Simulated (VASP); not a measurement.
# SnO (Cmc2_1) in VASP: settings compared, part 2 of 2

VASP 6.6.1. Earlier steps stand in the parts before.

### Step 3. Electric field gradients, LDA

INCAR reads:

```
SYSTEM = SnO
  PREC = Accurate
  ENCUT = 520
  EDIFF = 1E-8
  ISMEAR = -1
  SIGMA = 0.02
  LREAL = .False.
  LASPH = .True.
  NELM = 60
  ALGO = Normal
  ISIF = 2
  LWAVE = .False.
  LCHARG = .False.
  LEFG = .True.
  NBANDS = 50
```

KPOINTS reads:

```
Automatic mesh
0
Gamma
  8 8 3
  0 0 0
```

POSCAR reads:

```
SnO
1.0
    2.5000000000     -2.8600000000      0.0000000000
    2.5000000000      2.8600000000      0.0000000000
    0.0000000000      0.0000000000     11.1200000000
Sn O
4 4
Direct
    0.0000644665     -0.0000644665     -0.0141813990
   -0.0000644665      0.0000644665      0.4858186010
    0.4996782160      0.5003217840      0.2711709670
    0.5003217840      0.4996782160      0.7711709670
    0.9998128415      0.5000024962      0.3785052160
    0.0001871585      0.4999975038      0.8785052160
    0.4999975038      0.0001871585      0.3785052160
    0.5000024962      0.9998128415      0.8785052160
```

Potentials or basis: VASP PAW LDA potentials, release 64 (Sn_d, O).

The run is started by

```
cat potpaw_LDA.64/Sn_d/POTCAR potpaw_LDA.64/O/POTCAR > POTCAR
mpirun -np 1 vasp_std > vasp.out
```

OUTCAR:

```text
SYSTEM = SnO
   PREC = Accurate
   ENCUT = 520
   EDIFF = 1E-8
   ISMEAR = -1
   LREAL = .False.
   LASPH = .True.
   NELM = 60
   ISIF = 2

 ion  position               nearest neighbor table
   1  0.000  1.000  0.986-   6 2.24   8 2.24   6 2.24   8 2.24   4 3.46   4 3.46   4 3.72   4 3.73

   2  1.000  0.000  0.486-   5 2.24   7 2.24   7 2.24   5 2.24   3 3.46   3 3.46   3 3.72   3 3.73

   3  0.500  0.500  0.271-   5 2.24   7 2.24   5 2.24   7 2.24   2 3.46   2 3.46   2 3.72   2 3.73

   4  0.500  0.500  0.771-   6 2.24   8 2.24   8 2.24   6 2.24   1 3.46   1 3.46   1 3.72   1 3.73

   5  1.000  0.500  0.379-   3 2.24   2 2.24   2 2.24   3 2.24
   6  0.000  0.500  0.879-   4 2.24   1 2.24   1 2.24   4 2.24
   7  0.500  0.000  0.379-   3 2.24   2 2.24   2 2.24   3 2.24
   8  0.500  1.000  0.879-   4 2.24   1 2.24   1 2.24   4 2.24

  LATTYP: Found a base centered orthorhombic cell.
 ALAT       =     5.0000000000
 B/A-ratio  =     1.1440000000
 C/A-ratio  =     2.2240000000

  Lattice vectors:

 A1 = (   2.5000000000,  -2.8600000000,   0.0000000000)
 A2 = (   2.5000000000,   2.8600000000,   0.0000000000)
 A3 = (   0.0000000000,   0.0000000000,  11.1200000000)

Analysis of symmetry for initial positions (statically):
=====================================================================
[... 1503 lines left out ...]

 Electric field gradients (V/A^2)
---------------------------------------------------------------------
 ion       V_xx      V_yy      V_zz      V_xy      V_xz      V_yz
---------------------------------------------------------------------
   1     108.776    62.131  -170.907    -0.000    -0.000    -0.093
   2     108.776    62.131  -170.907     0.000    -0.000     0.093
   3     108.765    62.142  -170.906     0.000     0.000    -0.721
   4     108.765    62.142  -170.906    -0.000     0.000     0.721
   5     -50.638    36.011    14.628     0.010    -0.060    -0.004
   6     -50.638    36.011    14.628     0.010     0.060     0.004
   7     -50.638    36.011    14.628    -0.010     0.060    -0.004
   8     -50.638    36.011    14.628    -0.010    -0.060     0.004
---------------------------------------------------------------------

 Electric field gradients after diagonalization (V/A^2)
 (convention: |V_zz| > |V_xx| > |V_yy|)
----------------------------------------------------------------------
 ion       V_xx      V_yy      V_zz     asymmetry (V_yy - V_xx)/ V_zz
----------------------------------------------------------------------
   1     108.776    62.131  -170.907       0.273
   2     108.776    62.131  -170.907       0.273
   3     108.765    62.144  -170.909       0.273
   4     108.765    62.144  -170.909       0.273
   5      36.011    14.628   -50.638       0.422
   6      36.011    14.628   -50.638       0.422
   7      36.011    14.628   -50.638       0.422
   8      36.011    14.628   -50.638       0.422
----------------------------------------------------------------------

           NMR quadrupolar parameters

 Cq : quadrupolar parameter    Cq=e*Q*V_zz/h
 eta: asymmetry parameters     (V_yy - V_xx)/ V_zz
 Q  : nuclear electric quadrupole moment in mb (millibarn)
----------------------------------------------------------------------
 ion       Cq(MHz)       eta       Q (mb)
----------------------------------------------------------------------
   1      -0.413       0.273       1.000
   2      -0.413       0.273       1.000
   3      -0.413       0.273       1.000
   4      -0.413       0.273       1.000
   5      -0.122       0.422       1.000
   6      -0.122       0.422       1.000
   7      -0.122       0.422       1.000
   8      -0.122       0.422       1.000
----------------------------------------------------------------------
```

OSZICAR:

```text
N       E                     dE             d eps       ncg     rms          rms(c)
DAV:   1     0.104981888062E+04    0.10498E+04   -0.37544E+04  4574   0.236E+03
DAV:   2     0.162218478591E+03   -0.88760E+03   -0.84753E+03  4312   0.679E+02
DAV:   3    -0.399831675248E+02   -0.20220E+03   -0.19295E+03  4900   0.248E+02
[... 10 lines left out ...]
DAV:  14    -0.504410249554E+02    0.12064E-05   -0.85327E-06  4738   0.152E-02    0.177E-02
DAV:  15    -0.504410227942E+02    0.21612E-05   -0.70238E-06  5928   0.167E-02    0.326E-03
DAV:  16    -0.504410229457E+02   -0.15153E-06   -0.43242E-07  6056   0.587E-03    0.339E-03
DAV:  17    -0.504410227751E+02    0.17062E-06   -0.24516E-07  5366   0.320E-03    0.140E-03
DAV:  18    -0.504410227516E+02    0.23492E-07   -0.16702E-07  5006   0.251E-03    0.227E-04
DAV:  19    -0.504410227533E+02   -0.16753E-08   -0.13266E-08  3040   0.606E-04
   1 F= -.50441023E+02 E0= -.50441023E+02  d E =-.461680E-09
```

stdout:

```text
POSCAR found type information on POSCAR SnO
 POSCAR found :  2 types and       8 ions
 scaLAPACK will be used
 LDA part: xc-table for (Slater(with rela. corr.)+CA(PZ))
 , standard interpolation
 POSCAR, INCAR and KPOINTS ok, starting setup
 FFT: planning ... GRIDC
 FFT: planning ... GRID_SOFT
 FFT: planning ... GRID
 WAVECAR not read
 entering main loop
ion   1

ion   2

ion   3

ion   4

ion   5
     0.0000293    -0.0024953     0.0022223    -4.4314705     0.0157964    13.3410851
     0.0000403    -0.0024953     0.0022223    -4.4314705     0.0157964    13.3410850
     0.0000555    -0.0024953     0.0022223    -4.4314705     0.0157964    13.3410848
     0.0000765    -0.0024953     0.0022223    -4.4314704     0.0157964    13.3410845
[... 28 lines left out ...]
ion   8
     0.0000293     0.0024953    -0.0022223    -4.4314705     0.0157964    13.3410851
     0.0000403     0.0024953    -0.0022223    -4.4314705     0.0157964    13.3410850
     0.0000555     0.0024953    -0.0022223    -4.4314705     0.0157964    13.3410848
     0.0000765     0.0024953    -0.0022223    -4.4314704     0.0157964    13.3410845

     0.0000293     0.0083335    -0.0053874   -12.3068117     0.0514738    40.1331798
     0.0000403     0.0083335    -0.0053874   -12.3068097     0.0514738    40.1331731
     0.0000555     0.0083335    -0.0053874   -12.3068063     0.0514738    40.1331616
     0.0000765     0.0083335    -0.0053874   -12.3068007     0.0514738    40.1331424
```

Run time: 4.2 min. Hardware: 1 thread of Intel Xeon Platinum 8488C (Sapphire Rapids), shared host; peak memory 0.36 GiB.

Results:

| Property | Result |
| --- | --- |
| Free energy | -50.4410 eV |
| Pressure | -3.6 GPa |
| Largest force | 0.563 eV/Å |
| Band gap on the k mesh | 0.68 eV |
| Largest electric field gradient by atom | Sn -170.9; O -50.6 V/Å² |

Forces in eV/Å, atoms in the order of the input:
```
Sn   0.000  0.000 -0.560
Sn   0.000  0.000 -0.560
Sn   0.000 -0.003  0.563
Sn   0.000  0.003  0.563
O    0.007  0.001 -0.001
O   -0.007 -0.001 -0.001
O   -0.007  0.001 -0.001
O    0.007 -0.001 -0.001
```

Stress tensor (GPa, compression positive):
```
  6.88   0.00   0.00
  0.00 -12.43   0.00
  0.00   0.00  -5.28
```

Levels at points of the mesh, in eV from the valence-band top:
```csv
k point,band 36,band 37,band 38,band 39,band 40,band 41,band 42,band 43,band 44,band 45
"(0.00, 0.00, 0.00)",-3.05,-2.09,-1.66,-1.65,0.00,1.59,1.99,3.40,3.50,3.73
"(0.50, 0.00, 0.00)",-4.16,-2.16,-2.16,-1.55,-1.55,2.00,2.00,2.57,2.58,5.22
"(0.50, 0.50, 0.00)",-1.88,-1.79,-1.47,-1.24,-1.24,0.68,1.10,2.60,3.02,3.08
```

Electric field gradients, principal values (V/Å²):
```tsv
atom	least	middle	greatest (by size)
1 Sn	62.131	108.776	-170.907
2 Sn	62.131	108.776	-170.907
3 Sn	62.144	108.765	-170.909
4 Sn	62.144	108.765	-170.909
5 O	14.628	36.011	-50.638
6 O	14.628	36.011	-50.638
7 O	14.628	36.011	-50.638
8 O	14.628	36.011	-50.638
```

Caveat: the cell stands under tension; without QUAD_EFG the Cq values of the log hold for a quadrupole moment of 1 mb, not for the nuclei; spin-orbit coupling is left out, which moves the levels of the heavy elements; an odd mesh through Γ misses points on the zone boundary, where band edges can lie.
